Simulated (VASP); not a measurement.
# HfS2 (P-3m1) in VASP: a series of runs, part 2 of 2

VASP 6.6.1. Earlier steps stand in the parts before.

## (3) Relaxation of cell and atoms, r2SCAN

This run uses another cell than the first one, of 23.16 Å³/atom.

Contents of POSCAR:

```
HfS2
1.0
    3.6396641800      0.0000000000      0.0000000000
   -1.8198320900      3.1520416411      0.0000000000
    0.0000000000      0.0000000000      6.0555624700
Hf S
1 2
Direct
    0.0000000000      0.0000000000      0.0000000000
    0.6666666700      0.3333333300      0.7639520500
    0.3333333300      0.6666666700      0.2360479500
```

Contents of INCAR.step1:

```
SYSTEM = HfS2
ALGO = Normal
EDIFF = 1E-5
EDIFFG = -0.005
ENCUT = 550
GGA = PE
GGA_COMPAT = .FALSE.
IBRION = 2
ISIF = 3
ISMEAR = 0
LASPH = .TRUE.
LCHARG = .FALSE.
LREAL = .FALSE.
LWAVE = .TRUE.
NELM = 120
NELMIN = 4
NSW = 100
PREC = Accurate
SIGMA = 0.02
```

Contents of INCAR.step2:

```
SYSTEM = HfS2
ALGO = Normal
EDIFF = 1E-7
EDIFFG = -0.005
ENCUT = 550
GGA_COMPAT = .FALSE.
IBRION = 2
ISIF = 3
ISMEAR = 0
ISTART = 1
LASPH = .TRUE.
LCHARG = .FALSE.
LMIXTAU = .TRUE.
LREAL = .FALSE.
LWAVE = .FALSE.
METAGGA = R2SCAN
NELM = 120
NELMIN = 4
NSW = 100
PREC = Accurate
SIGMA = 0.02
```

Contents of KPOINTS:

```
k-points
0
G
  12 12 6
  0 0 0
```

Potentials or basis: VASP PAW PBE potentials, release 64 (Hf_pv, S).

Launch:

```
> cat potpaw_PBE.64/Hf_pv/POTCAR potpaw_PBE.64/S/POTCAR > POTCAR
> cp INCAR.step1 INCAR
> mpirun -np 1 vasp_std > vasp.out
> cp INCAR.step2 INCAR
> mpirun -np 1 vasp_std > vasp.out
```

OUTCAR:

```text
SYSTEM = HfS2
   EDIFF = 1E-7
   EDIFFG = -0.005
   ENCUT = 550
   IBRION = 2
   ISIF = 3
   ISMEAR = 0
   ISTART = 1
   LASPH = .TRUE.
   LREAL = .FALSE.
   METAGGA = R2SCAN
   NELM = 120
   NELMIN = 4
   NSW = 100
   PREC = Accurate

 ion  position               nearest neighbor table
   1  0.000  0.000  0.000-   2 2.54   3 2.54   3 2.54   2 2.54   2 2.54   3 2.54
   2  0.667  0.333  0.764-   1 2.54   1 2.54   1 2.54
   3  0.333  0.667  0.236-   1 2.54   1 2.54   1 2.54

  LATTYP: Found a hexagonal cell.
 ALAT       =     3.6396641800
 C/A-ratio  =     1.6637695596

  Lattice vectors:

 A1 = (   3.6396641800,   0.0000000000,   0.0000000000)
 A2 = (  -1.8198320900,   3.1520416411,   0.0000000000)
 A3 = (   0.0000000000,   0.0000000000,   6.0555624700)

Analysis of symmetry for initial positions (statically):
=====================================================================
 Subroutine PRICEL returns:
 Original cell was already a primitive cell.

 Routine SETGRP: Setting up the symmetry group for a
 hexagonal supercell.

 Subroutine GETGRP returns: Found 12 space group operations
 (whereof 12 operations were pure point group operations)
 out of a pool of 24 trial point group operations.

The static configuration has the point symmetry D_3d.

Analysis of symmetry for dynamics (positions and initial velocities):
=====================================================================
 Subroutine PRICEL returns:
 Original cell was already a primitive cell.

 Routine SETGRP: Setting up the symmetry group for a
 hexagonal supercell.

 Subroutine GETGRP returns: Found 12 space group operations
 (whereof 12 operations were pure point group operations)
 out of a pool of 24 trial point group operations.

The dynamic configuration has the point symmetry D_3d.

 Subroutine INISYM returns: Found 12 space group operations
 (whereof 12 operations are pure point group operations),
 and found     1 'primitive' translations

----------------------------------------------------------------------------------------

                                     Primitive cell

  volume of cell :      69.4717

  direct lattice vectors                    reciprocal lattice vectors
     3.639664180  0.000000000  0.000000000     0.274750623  0.158627346  0.000000000
    -1.819832090  3.152041641  0.000000000     0.000000000  0.317254692  0.000000000
     0.000000000  0.000000000  6.055562470     0.000000000  0.000000000  0.165137426

  length of vectors
     3.639664180  3.639664180  6.055562470     0.317254692  0.317254692  0.165137426

  position of ions in fractional coordinates (direct lattice)
     0.000000000  0.000000000  0.000000000
     0.666666670  0.333333330  0.763952050
     0.333333330  0.666666670  0.236047950

  ion indices of the primitive-cell ions
   primitive index   ion index
                 1           1
                 2           2
                 3           3

[... 74 lines left out ...]
   NSW    =    100    number of steps for IOM
   IBRION =      2    ionic relax: 0-MD 1-quasi-New 2-CG
   NFREE  =      1    steps in history (QN), initial steepest desc. (CG)
   ISIF   =      3    stress and relaxation
   ISYM   =      2    0-nonsym 1-usesym 2-fastsym
   POTIM  = 0.5000    time-step for ionic-motion
   TEBEG  =    0.0;   TEEND  =   0.0 temperature during run
   PSTRESS=    0.0 pullay stress
   NELECT =      22.0000    total number of electrons
   NUPDOWN=      -1.0000    fix difference up-down
   EMIN   =  10.00;   EMAX   =-10.00  energy-range for DOS
   EFERMI =   0.00;   METHOD = LEGACY
   ISMEAR =     0;   SIGMA  =   0.02  broadening in eV -4-tet -1-fermi 0-gaus
   EFERMI_NEDOS =   21; number of points for ismear=-14 and -15
   IALGO  =     38    algorithm
   IMIX   =      4    mixing-type and parameters
     AMIX     =   0.40;   BMIX     =  1.00
     AMIX_MAG =   1.60;   BMIX_MAG =  1.00
  volume/ion in A,a.u.               =      23.16       156.27
  Fermi-wavevector in a.u.,A,eV,Ry     =   1.115869  2.108686 16.941474  1.245163
  Thomas-Fermi vector in A             =   2.252478
   LORBIT       =      0    0 simple, 1 ext, 2 COOP (PROOUT), +10 PAW based schemes
   METAGGA = R2SCAN    functional components
   LHFCALC =     F    Hartree Fock is set to
   AEXX    =    0.0000 exact exchange contribution
   IVDW    =     0    specifies the selected vdW correction
   LEPSILON=     F    determine dielectric tensor
   LRPA    =     F    only Hartree local field effects (RPA)
 conjugate gradient relaxation of ions
 non-spin polarized calculation
 Gauss-broadening in eV      SIGMA  =   0.02
  energy-cutoff  :      550.00
  volume of cell :       69.47
 maximum number of plane-waves:      2046
   NGX = 13   NGY = 13   NGZ = 23

--------------------------------------- Ionic step        1  -------------------------------------------

 number of electron      21.9999999 magnetization

 Free energy of the ion-electron system (eV)
  ---------------------------------------------------
  ext. energy  EPLUGINS =         0.00000000
  ---------------------------------------------------
  free energy    TOTEN  =       -66.63906361 eV

  energy without entropy =      -66.63906361  energy(sigma->0) =      -66.63906361

------------------------ aborting loop because EDIFF is reached ----------------------------------------

  FORCE on cell =-STRESS in cart. coord.  units (eV):
  Direction    XX          YY          ZZ          XY          YZ          ZX
  --------------------------------------------------------------------------------------
  -------------------------------------------------------------------------------------
  Total       -0.0344809     -0.0344809      0.0518257     -0.0000000      0.0000000      0.0000000
  in kB       -0.7952096     -0.7952096      1.1952210     -0.0000000      0.0000000      0.0000000
  external PRESSURE =      -0.1317327 kB  Pullay stress =       0.0000000 kB
[... 92 lines left out ...]
  FREE ENERGIE OF THE ION-ELECTRON SYSTEM (eV)
  ---------------------------------------------------
  free  energy   TOTEN  =       -66.6391489839 eV

  energy  without entropy=      -66.6391489839  energy(sigma->0) =      -66.63914898

[... ionic steps 4 to 7 ...]

--------------------------------------- Ionic step        8  -------------------------------------------

 number of electron      22.0000001 magnetization

------------------------ aborting loop because EDIFF is reached ----------------------------------------
[... 69 lines left out ...]
--------------------------------------- Ionic step       10  -------------------------------------------

 number of electron      22.0000002 magnetization

 Free energy of the ion-electron system (eV)
  ---------------------------------------------------
  ext. energy  EPLUGINS =         0.00000000
  ---------------------------------------------------
  free energy    TOTEN  =       -66.63956971 eV

  energy without entropy =      -66.63956971  energy(sigma->0) =      -66.63956971

 E-fermi :   2.6474     XC(G=0):  -9.8814

 val. band max:        2.4855947856   @ k =   0.0833   0.0833   0.0000
 cond. band min:       4.0496016884   @ k =   0.5000   0.0000   0.5000
 fundamental gap:      1.5640069028
 Fermi energy:         2.6474361100

 k-point     1 :       0.0000    0.0000    0.0000
  band No.  band energies     occupation
      1     -29.2749      2.00000
      2     -29.1607      2.00000
      3     -29.1607      2.00000
      4     -11.0013      2.00000
      5      -9.3277      2.00000
      6      -2.0682      2.00000
      7      -0.3221      2.00000
      8      -0.3221      2.00000
      9       2.4063      2.00000
     10       2.4647      2.00000
     11       2.4647      2.00000
     12       4.8939      0.00000
     13       4.8939      0.00000
     14       5.6300      0.00000
[... 401 lines left out ...]
      2     -29.2096      2.00000
      3     -29.1716      2.00000
      4     -10.6560      2.00000
      5      -9.4201      2.00000
      6      -1.6044      2.00000
      7      -0.6271      2.00000
      8      -0.1856      2.00000
      9       0.8712      2.00000
     10       1.9095      2.00000
     11       2.3259      2.00000
     12       4.7940      0.00000
     13       5.6607      0.00000
     14       6.2508      0.00000
     15       7.9622      0.00000

 [... further k-points ...]

------------------------ aborting loop because EDIFF is reached ----------------------------------------

  FORCE on cell =-STRESS in cart. coord.  units (eV):
  Direction    XX          YY          ZZ          XY          YZ          ZX
  --------------------------------------------------------------------------------------
  -------------------------------------------------------------------------------------
  Total       -0.0015794     -0.0015794      0.0007733      0.0000000      0.0000000      0.0000000
  in kB       -0.0360959     -0.0360959      0.0176725      0.0000000      0.0000000      0.0000000
  external PRESSURE =      -0.0181731 kB  Pullay stress =       0.0000000 kB
[... 18 lines left out ...]
  FREE ENERGIE OF THE ION-ELECTRON SYSTEM (eV)
  ---------------------------------------------------
  free  energy   TOTEN  =       -66.6395697060 eV

  energy  without entropy=      -66.6395697060  energy(sigma->0) =      -66.63956971

 reached required accuracy - stopping structural energy minimisation
```

Wall time 38 min (1 thread of Intel Xeon 6975P-C (Granite Rapids), shared host); peak memory 0.29 GiB.

What came out:

```
Free energy                           : -66.6396 eV
Relaxed volume                        : 23.37 Å³/atom
Relaxed cell                          : a = 3.638 Å, b = 3.638 Å, c = 6.116 Å, α = 90.00°, β = 90.00°, γ = 120.00°
Space group after relaxing (to 0.1 Å) : P-3m1 (No. 164)
Energy gained by relaxing             : 0.2 meV/atom
Ionic steps                           : 10
Pressure after relaxing               : 0.0 GPa
Largest force after relaxing          : 0.003 eV/Å
Band gap on the k mesh                : 1.56 eV (least direct gap 2.30 eV)
```

Forces on the atoms (eV/Å):
```
Hf   0.000  0.000  0.000
S    0.000  0.000  0.003
S    0.000  0.000 -0.003
```

The path:
```csv
step,energy change (eV),largest force (eV/Å),pressure (GPa),volume (Å³)
1,0.0000,0.0150,-0.01,69.47
2,-0.0001,0.0087,0.07,69.45
3,-0.0001,0.0032,0.15,69.44
4,-0.0001,0.0084,0.12,69.47
5,-0.0002,0.0243,0.04,69.58
6,-0.0001,0.0560,-0.11,69.80
7,-0.0002,0.0331,0.00,69.64
8,-0.0003,0.0301,0.00,69.69
9,-0.0004,0.0211,0.00,69.83
10,-0.0005,0.0030,0.00,70.10
```

Final structure:
```
Hf S
1.0
     3.63815    0.00000    0.00000
    -1.81907    3.15073    0.00000
     0.00000    0.00000    6.11584
Hf S
1 2
Direct
  0.00000 0.00000 0.00000
  0.66667 0.33333 0.76619
  0.33333 0.66667 0.23381
```

Levels at points of the mesh, in eV from the valence-band top:
| k point | band 8 | band 9 | band 10 | band 11 | band 12 | band 13 | band 14 | band 15 |
| --- | --- | --- | --- | --- | --- | --- | --- | --- |
| (0.00, 0.00, 0.00) | -2.81 | -0.08 | -0.02 | -0.02 | 2.41 | 2.41 | 3.14 | 6.00 |
| (0.50, 0.00, 0.00) | -2.50 | -2.37 | -1.74 | -1.25 | 1.71 | 4.51 | 4.56 | 6.87 |
| (0.00, 0.00, 0.50) | -2.78 | -1.56 | -0.10 | -0.10 | 2.38 | 2.38 | 3.45 | 6.29 |
| (0.50, 0.00, 0.50) | -2.59 | -2.28 | -1.10 | -0.94 | 1.56 | 4.49 | 4.60 | 6.43 |

Caveat: the PAW data sets were made with another functional, which shifts forces and pressure a little; spin-orbit coupling is left out, which moves the levels of the heavy elements. A k mesh can miss the band edges.
